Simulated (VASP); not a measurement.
# FeCo (Pm-3m) in VASP: notebook

The runs below take FeCo through electric field gradients, density of states, with PBE.

All numbers are computed with VASP 6.6.1; they aren't measurements. Logs are shortened: lines on timing, memory, paths and dates and some standing lists are left out, and cuts for length are marked.

## (1) The cell of the first run

Symmetry: Pm-3m, No. 221, cubic system. Conventional cell: a = 2.904 Å, b = 2.904 Å, c = 2.904 Å, α = 90.00°, β = 90.00°, γ = 90.00°. Fe (site symmetry m-3m) has 8 Co at 2.51 Å and 6 Fe at 2.90 Å within 3.3 Å. Co (site symmetry m-3m) has 8 Fe at 2.51 Å and 6 Co at 2.90 Å within 3.3 Å.

## (2) Electric field gradients, PBE, collinear spin, ferromagnetic start (volume scaled by 1.05)

File INCAR:

```
ALGO = Normal
EDIFF = 1E-8
ENCUT = 520
GGA = PE
GGA_COMPAT = False
ISIF = 2
ISMEAR = -1
ISPIN = 2
LASPH = True
LCHARG = False
LEFG = True
LMAXMIX = 4
LORBIT = 11
LREAL = False
LWAVE = False
MAGMOM = 3 2
NBANDS = 20
NELM = 200
PREC = Accurate
SIGMA = 0.05
```

File KPOINTS:

```
k-points
0
Gamma
  13 13 13
```

File POSCAR:

```
FeCo
1.0
    2.9038443914      0.0000000000      0.0000000000
    0.0000000000      2.9038443914      0.0000000000
    0.0000000000      0.0000000000      2.9038443914
Fe Co
1 1
Direct
    0.5000000000      0.5000000000      0.5000000000
    0.0000000000      0.0000000000      0.0000000000
```

Potentials or basis: VASP PAW PBE potentials, release 64 (Fe, Co).

Command:

```console
$ cat potpaw_PBE.64/Fe/POTCAR potpaw_PBE.64/Co/POTCAR > POTCAR
$ mpirun -np 1 vasp_std > vasp.out
```

OUTCAR:

```text
EDIFF = 1E-8
   ENCUT = 520
   GGA = PE
   ISIF = 2
   ISMEAR = -1
   ISPIN = 2
   LASPH = True
   LORBIT = 11
   LREAL = False
   NELM = 200
   PREC = Accurate

 ion  position               nearest neighbor table
   1  0.500  0.500  0.500-   2 2.51   2 2.51   2 2.51   2 2.51   2 2.51   2 2.51   2 2.51   2 2.51

   2  0.000  0.000  0.000-   1 2.51   1 2.51   1 2.51   1 2.51   1 2.51   1 2.51   1 2.51   1 2.51

  LATTYP: Found a simple cubic cell.
 ALAT       =     2.9038443914

  Lattice vectors:

 A1 = (   2.9038443914,   0.0000000000,   0.0000000000)
 A2 = (   0.0000000000,   2.9038443914,   0.0000000000)
 A3 = (   0.0000000000,   0.0000000000,   2.9038443914)

Analysis of symmetry for initial positions (statically):
=====================================================================
 Subroutine PRICEL returns:
 Original cell was already a primitive cell.

 Routine SETGRP: Setting up the symmetry group for a
 simple cubic supercell.

 Subroutine GETGRP returns: Found 48 space group operations
 (whereof 48 operations were pure point group operations)
 out of a pool of 48 trial point group operations.

The static configuration has the point symmetry O_h .

Analysis of symmetry for dynamics (positions and initial velocities):
=====================================================================
 Subroutine PRICEL returns:
 Original cell was already a primitive cell.

 Routine SETGRP: Setting up the symmetry group for a
 simple cubic supercell.

 Subroutine GETGRP returns: Found 48 space group operations
 (whereof 48 operations were pure point group operations)
 out of a pool of 48 trial point group operations.

The dynamic configuration has the point symmetry O_h .

Analysis of structural, dynamic, and magnetic symmetry:
=====================================================================
 Subroutine PRICEL returns:
 Original cell was already a primitive cell.

 Routine SETGRP: Setting up the symmetry group for a
 simple cubic supercell.

 Subroutine GETGRP returns: Found 48 space group operations
 (whereof 48 operations were pure point group operations)
 out of a pool of 48 trial point group operations.

The overall configuration has the point symmetry O_h .

 Subroutine INISYM returns: Found 48 space group operations
 (whereof 48 operations are pure point group operations),
 and found     1 'primitive' translations

----------------------------------------------------------------------------------------

                                     Primitive cell

  volume of cell :      24.4861

  direct lattice vectors                    reciprocal lattice vectors
     2.903844391  0.000000000  0.000000000     0.344371070  0.000000000  0.000000000
     0.000000000  2.903844391  0.000000000     0.000000000  0.344371070  0.000000000
     0.000000000  0.000000000  2.903844391     0.000000000  0.000000000  0.344371070

  length of vectors
     2.903844391  2.903844391  2.903844391     0.344371070  0.344371070  0.344371070

  position of ions in fractional coordinates (direct lattice)
     0.500000000  0.500000000  0.500000000
     0.000000000  0.000000000  0.000000000

  ion indices of the primitive-cell ions
   primitive index   ion index
                 1           1
                 2           2

----------------------------------------------------------------------------------------

 KPOINTS: k-points

Automatic generation of k-mesh.
 Grid dimensions read from file:
 generate k-points for:   13   13   13

 Generating k-lattice:

  Cartesian coordinates                     Fractional coordinates (reciprocal lattice)
     0.026490082  0.000000000  0.000000000     0.076923077  0.000000000  0.000000000
     0.000000000  0.026490082  0.000000000     0.000000000  0.076923077  0.000000000
     0.000000000  0.000000000  0.026490082     0.000000000  0.000000000  0.076923077

  Length of vectors
     0.026490082  0.026490082  0.026490082

  Shift w.r.t. Gamma in fractional coordinates (k-lattice)
     0.000000000  0.000000000  0.000000000

 Subroutine IBZKPT returns following result:
 ===========================================

 Found     84 irreducible k-points:

 Following reciprocal coordinates:
            Coordinates               Weight
  0.000000  0.000000  0.000000      1.000000
  0.076923  0.000000  0.000000      6.000000
  0.153846  0.000000  0.000000      6.000000
  0.230769  0.000000  0.000000      6.000000
  0.307692  0.000000  0.000000      6.000000
  0.384615  0.000000  0.000000      6.000000
[... 16 lines left out ...]
  0.307692  0.307692  0.000000     12.000000
  0.384615  0.307692  0.000000     24.000000
 [... further k-points ...]
   k-points           NKPTS =     84   k-points in BZ     NKDIM =     84   number of bands    NBANDS=     20
   number of dos      NEDOS =    301   number of ions     NIONS =      2
   total plane-waves  NPLWV =  13824
   dimension x,y,z NGX =    24 NGY =   24 NGZ =   24
   dimension x,y,z NGXF=    48 NGYF=   48 NGZF=   48
   ions per type =               1   1
   NGX,Y,Z   is equivalent  to a cutoff of  13.74, 13.74, 13.74 a.u.
   NGXF,Y,Z  is equivalent  to a cutoff of  27.48, 27.48, 27.48 a.u.
 SYSTEM =  unknown system
   PREC   = accura    normal or accurate (medium, high low for compatibility)
   ISTART =      0    job   : 0-new  1-cont  2-samecut
   ICHARG =      2    charge: 1-file 2-atom 10-const
   ISPIN  =      2    spin polarized calculation?
   LNONCOLLINEAR =      F non collinear calculations
   LSORBIT =      F    spin-orbit coupling
   LASPH  =      T    aspherical Exc in radial PAW
   ENCUT  =  520.0 eV  38.22 Ry    6.18 a.u.   5.40  5.40  5.40*2*pi/ulx,y,z
   NELM   =    200;   NELMIN=  2; NELMDL= -5     # of ELM steps
   EDIFF  = 0.1E-07   stopping-criterion for ELM
   LREAL  =      F    real-space projection
   EDIFFG = 0.1E-06   stopping-criterion for IOM
   NSW    =      0    number of steps for IOM
   IBRION =     -1    ionic relax: 0-MD 1-quasi-New 2-CG
   NFREE  =      0    steps in history (QN), initial steepest desc. (CG)
   ISIF   =      2    stress and relaxation
   ISYM   =      2    0-nonsym 1-usesym 2-fastsym
   POTIM  = 0.5000    time-step for ionic-motion
   TEBEG  =    0.0;   TEEND  =   0.0 temperature during run
   PSTRESS=    0.0 pullay stress
   NELECT =      17.0000    total number of electrons
   NUPDOWN=      -1.0000    fix difference up-down
   EMIN   =  10.00;   EMAX   =-10.00  energy-range for DOS
   EFERMI =   0.00;   METHOD = LEGACY
   ISMEAR =    -1;   SIGMA  =   0.05  broadening in eV -4-tet -1-fermi 0-gaus
   EFERMI_NEDOS =   21; number of points for ismear=-14 and -15
   IALGO  =     38    algorithm
   IMIX   =      4    mixing-type and parameters
     AMIX     =   0.40;   BMIX     =  1.00
     AMIX_MAG =   1.60;   BMIX_MAG =  1.00
  volume/ion in A,a.u.               =      12.24        82.62
  Fermi-wavevector in a.u.,A,eV,Ry     =   1.449610  2.739365 28.590857  2.101369
  Thomas-Fermi vector in A             =   2.567317
   LORBIT       =     11    0 simple, 1 ext, 2 COOP (PROOUT), +10 PAW based schemes
   GGA     = PE    functional components
   LHFCALC =     F    Hartree Fock is set to
   AEXX    =    0.0000 exact exchange contribution
   IVDW    =     0    specifies the selected vdW correction
   LEPSILON=     F    determine dielectric tensor
   LRPA    =     F    only Hartree local field effects (RPA)
 spin polarized calculation
  energy-cutoff  :      520.00
  volume of cell :       24.49
 maximum number of plane-waves:       691
 NGX is ok and might be reduce to    24
   NGX = 11   NGY = 11   NGZ = 11

 number of electron      16.9999999 magnetization       4.5891350

 Free energy of the ion-electron system (eV)
  ---------------------------------------------------
  ext. energy  EPLUGINS =         0.00000000
  ---------------------------------------------------
  free energy    TOTEN  =       -15.35551041 eV

  energy without entropy =      -15.34399509  energy(sigma->0) =      -15.34975275

 E-fermi :   7.4121     XC(G=0): -12.7016

 val. band max:        7.4103204815   @ k =   0.4615   0.2308   0.0000
 cond. band min:       7.4188836768   @ k =   0.3846   0.3846   0.1538
 fundamental gap:      0.0085631953
 Fermi energy:         7.4120711489

 spin component 1

 k-point     1 :       0.0000    0.0000    0.0000
  band No.  band energies     occupation
      1      -1.2696      1.00000
      2       2.2749      1.00000
      3       2.2749      1.00000
      4       4.3620      1.00000
      5       4.3620      1.00000
      6       4.3620      1.00000
[... 12 lines left out ...]
     19      31.2621      0.00000
     20      31.2621      0.00000

 k-point     2 :       0.0769    0.0000    0.0000
  band No.  band energies     occupation
      1      -1.1547      1.00000
      2       2.3189      1.00000
      3       2.3197      1.00000
      4       4.3614      1.00000
      5       4.3614      1.00000
      6       4.3898      1.00000
[... 498 lines left out ...]
 k-point    24 :       0.3846    0.3077    0.0000
  band No.  band energies     occupation
      1       1.9570      1.00000
      2       2.5923      1.00000
      3       3.6938      1.00000
      4       3.9825      1.00000
      5       4.0816      1.00000
      6       4.7218      1.00000
[... 12 lines left out ...]
     19      29.9446      0.00000
     20      32.4423      0.00000

 [... further k-points ...]

 spin component 2

 k-point     1 :       0.0000    0.0000    0.0000
  band No.  band energies     occupation
      1      -1.1413      1.00000
      2       4.2263      1.00000
      3       4.2263      1.00000
      4       6.3239      1.00000
      5       6.3239      1.00000
      6       6.3239      1.00000
[... 12 lines left out ...]
     19      30.9814      0.00000
     20      30.9814      0.00000

 k-point     2 :       0.0769    0.0000    0.0000
  band No.  band energies     occupation
      1      -1.0261      1.00000
      2       4.2589      1.00000
      3       4.2803      1.00000
      4       6.3176      1.00000
      5       6.3176      1.00000
      6       6.3526      1.00000
[... 498 lines left out ...]
 k-point    24 :       0.3846    0.3077    0.0000
  band No.  band energies     occupation
      1       2.6457      1.00000
      2       4.0776      1.00000
      3       5.5387      1.00000
      4       5.8246      1.00000
      5       5.8432      1.00000
      6       6.1310      1.00000
[... 12 lines left out ...]
     19      30.3515      0.00000
     20      32.8009      0.00000

 [... further k-points ...]
[... 5 lines left out ...]
  --------------------------------------------------------------------------------------
  -------------------------------------------------------------------------------------
  Total       -1.6139160     -1.6139160     -1.6139160     -0.0000000     -0.0000000      0.0000000
  in kB     -105.6018441   -105.6018441   -105.6018441     -0.0000000     -0.0000000      0.0000000
  external PRESSURE =    -105.6018441 kB  Pullay stress =       0.0000000 kB

 VOLUME and BASIS-vectors are now :
 -----------------------------------------------------------------------------
  energy-cutoff  :      520.00
  volume of cell :       24.49
      direct lattice vectors                 reciprocal lattice vectors
     2.903844391  0.000000000  0.000000000     0.344371070  0.000000000  0.000000000
     0.000000000  2.903844391  0.000000000     0.000000000  0.344371070  0.000000000
     0.000000000  0.000000000  2.903844391     0.000000000  0.000000000  0.344371070

 POSITION                                       TOTAL-FORCE (eV/Angst)
 -----------------------------------------------------------------------------------
      1.45192      1.45192      1.45192         0.000000      0.000000      0.000000
      0.00000      0.00000      0.00000         0.000000      0.000000      0.000000
 -----------------------------------------------------------------------------------
    total drift:                                0.000000      0.000000     -0.000000

  FREE ENERGIE OF THE ION-ELECTRON SYSTEM (eV)
  ---------------------------------------------------
  free  energy   TOTEN  =       -15.3555104109 eV

  energy  without entropy=      -15.3439950942  energy(sigma->0) =      -15.34975275

 Electric field gradients (V/A^2)
---------------------------------------------------------------------
 ion       V_xx      V_yy      V_zz      V_xy      V_xz      V_yz
---------------------------------------------------------------------
   1       0.000     0.000     0.000    -0.000    -0.000    -0.000
   2      -0.000    -0.000     0.000     0.000    -0.000    -0.000
---------------------------------------------------------------------

 Electric field gradients after diagonalization (V/A^2)
 (convention: |V_zz| > |V_xx| > |V_yy|)
----------------------------------------------------------------------
 ion       V_xx      V_yy      V_zz     asymmetry (V_yy - V_xx)/ V_zz
----------------------------------------------------------------------
   1       0.000     0.000     0.000      -0.135
   2      -0.000    -0.000     0.000       0.052
----------------------------------------------------------------------

           NMR quadrupolar parameters

 Cq : quadrupolar parameter    Cq=e*Q*V_zz/h
 eta: asymmetry parameters     (V_yy - V_xx)/ V_zz
 Q  : nuclear electric quadrupole moment in mb (millibarn)
----------------------------------------------------------------------
 ion       Cq(MHz)       eta       Q (mb)
----------------------------------------------------------------------
   1       0.000      -0.135       1.000
   2       0.000       0.052       1.000
----------------------------------------------------------------------

 total charge

# of ion       s       p       d       tot
------------------------------------------
    1        0.451   0.477   6.105   7.033
    2        0.460   0.461   7.210   8.131
--------------------------------------------------
tot          0.910   0.939  13.315  15.164

 magnetization (x)

# of ion       s       p       d       tot
------------------------------------------
    1        0.003  -0.044   2.889   2.848
    2       -0.011  -0.055   1.849   1.784
--------------------------------------------------
tot         -0.008  -0.098   4.738   4.632
```

Wall time 42 s (1 thread of Intel Xeon Platinum 8559C (Emerald Rapids), shared host); peak memory 0.2 GiB.

Results:

```yaml
Free_energy: -15.3555 eV
Pressure: -10.6 GPa
Net_moment: 4.59 μB per cell
Site_moments: Fe +2.85; Co +1.78 μB
Valence_electrons_inside_the_program's_atomic_spheres: Fe 7.03; Co 8.13
```

Caveat: without QUAD_EFG the Cq values of the log hold for a quadrupole moment of 1 mb, not for the nuclei.

(Part 1 of 2 ends here.)
